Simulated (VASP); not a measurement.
**RbBr: single point with PBE**

Crystal: RbBr.

```
Rb Br
1.0
     0.00000    3.42750    3.42750
     3.42750    0.00000    3.42750
     3.42750    3.42750    0.00000
Rb Br
1 1
Cartesian
  0.0000 0.0000 0.0000
  3.4275 3.4275 3.4275
```

| Property | Result |
| --- | --- |
| Program | VASP 6.6.1 |
| Task | single point |
| Functional | PBE |
| Potentials or basis | VASP PAW PBE potentials, release 64 (Rb_sv, Br) |
| Cutoff | 520 eV |
| k mesh | 7 × 7 × 7 |
| Occupations | gaussian, width 0.2 eV |
| Spin | no spin polarisation |

```yaml
Pressure: 1.0 GPa
Band_gap_on_the_k_mesh: 4.36 eV, direct
```

Levels at points of the mesh, in eV from the valence-band top:
```tsv
k point	band 5	band 6	band 7	band 8	band 9	band 10	band 11	band 12
(0.00, 0.00, 0.00)	-8.49	0.00	0.00	0.00	4.36	7.28	7.28	7.28
```

Wall time 52 s on 1 thread of Intel Xeon 8259CL (shared host), peak memory 0.21 GiB.

A k mesh can miss the band edges. PBE gaps usually lie below the measured ones, often by a third to a half.
